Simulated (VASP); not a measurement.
Here is a VASP 6.6.1 calculation.

File INCAR:

```
SYSTEM = Ir
PREC     = Accurate       ! precision mode
ENCUT    = 600            ! plane-wave cutoff, eV
EDIFF    = 1E-7           ! SCF threshold, eV
ISMEAR   = -1             ! smearing method
SIGMA    = 0.1            ! smearing width, eV
LREAL    = .False.        ! projectors in reciprocal space
LASPH    = .True.         ! aspherical terms in the spheres
NELM     = 60             ! most SCF steps
ALGO     = Normal         ! electronic algorithm
ISIF     = 3              ! what is computed and relaxed
LWAVE    = .False.        ! write WAVECAR
LCHARG   = .False.        ! write CHGCAR
GGA      = PS             ! functional
IBRION   = 2              ! ionic algorithm
NSW      = 60             ! ionic steps
EDIFFG   = -0.005         ! ionic threshold
```

Contents of KPOINTS:

```
Automatic mesh
0
Gamma
  19 19 19
  0 0 0
```

The input POSCAR:

```
Ir
1.0
    0.0000000000      1.9197388244      1.9197388244
    1.9197388244      0.0000000000      1.9197388244
    1.9197388244      1.9197388244      0.0000000000
Ir
1
Direct
    0.0000000000      0.0000000000      0.0000000000
```

Potentials or basis: VASP PAW PBE potentials, release 64 (Ir).

The run is started by

```sh
$ cat potpaw_PBE.64/Ir/POTCAR > POTCAR
$ mpirun -np 1 vasp_std > vasp.out
```

Q: What does it give for the relaxed volume?

A: 14.10 Å³/atom.

Q: Estimate the space group after relaxing (to 0.1 Å).

A: Fm-3m (No. 225).

Q: What does it give for the relaxed cell?

A: a = 2.712 Å, b = 2.712 Å, c = 2.712 Å, α = 60.00°, β = 60.00°, γ = 60.00°.

Q: Predict the band gap on the k mesh.

A: Zero (an odd number of electrons rules out a gap without spin polarisation).

Step by step:
```tsv
step	energy change (eV)	largest force (eV/Å)	pressure (GPa)	volume (Å³)
1	0.0000	0.0000	-1.30	14.15
2	0.0028	0.0000	5.30	13.92
3	-0.0002	0.0000	0.00	14.10
```

Caveat: the PAW data sets were made with another functional, which shifts forces and pressure a little; spin-orbit coupling is left out, which moves the levels of the heavy elements.
